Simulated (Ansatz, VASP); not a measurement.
**Co: VASP beside Ansatz**

The input INCAR:

```
SYSTEM = Co
ALGO = Normal ; EDIFF = 1E-6
ENCUT = 520 ; GGA = RP
ISIF = 2 ; ISMEAR = -1
ISPIN = 2 ; LASPH = .True.
LCHARG = .True. ; LELF = .True.
LMAXMIX = 4 ; LORBIT = 11
LREAL = .False. ; LVHAR = .True.
LWAVE = .False. ; MAGMOM = 1.772
NBANDS = 14 ; NELM = 150
PREC = Accurate ; SIGMA = 0.05
```

KPOINTS

```
k-points
0
Gamma
  17 17 17
  0 0 0
```

The input POSCAR:

```
Co
1.0
    0.0000000000      1.8452909956      1.8452909956
    1.8452909956      0.0000000000      1.8452909956
    1.8452909956      1.8452909956      0.0000000000
Co
1
Direct
    0.0000000000      0.0000000000      0.0000000000
```

Input for Ansatz:

```yaml
crystal:
  lattice:
    - [0.0, 1.8452909956, 1.8452909956]
    - [1.8452909956, 0.0, 1.8452909956]
    - [1.8452909956, 1.8452909956, 0.0]
  atoms:
    - { symbol: Co, position: [0.0, 0.0, 0.0], spin: 1.772 }
hamiltonian:
  xc: rpbe
  pseudopotentials:
    kind: paw
    azcp:
      Co: "pseudopotentials/Co.paw.azcp"
basis:
  ecutwfc: 420
  fft_grid_basis: typed
kpoints:
  mp_grid: { grid: [17, 17, 17], shift: [0, 0, 0] }
magnetization:
  spin_polarized: true
scf:
  occupations: { method: fermi_dirac, width: 0.05 }
  lower_state_search: "off"
output:
  stress: true
  write_density: true
  write_potential: true
  elf: true
  volumetric_format: npy
```

Alike in both runs: task single point; functional RPBE; k mesh 17 × 17 × 17; occupations fermi-dirac, width 0.05 eV; collinear spin.

|  | VASP | Ansatz |
| --- | --- | --- |
| version | VASP 6.6.1 | Ansatz 0.2.0 |
| potentials or method | VASP PAW PBE potentials, release 64 (Co), cutoff 520 eV | plane waves (420 eV) with PAW, scalar-relativistic |
| valence electrons in the cell | 9 | 17 |

|  | VASP | Ansatz | Ansatz less VASP |
| --- | --- | --- | --- |
| pressure (GPa) | -16.4 | -16.3 | +0.09 |
| net moment per atom (μB) | 1.75 | 1.77 | +0.022 |
| size of the moment on the site where the two differ most (μB) | 1.80 | 1.86 | +0.061 |

VASP's potentials were made for PBE, not for RPBE. Site moments also hang on the region over which each program counts them. VASP's potentials hold 9 valence electrons a cell and Ansatz's 17, so a difference there can come from the potentials and not from the codes.
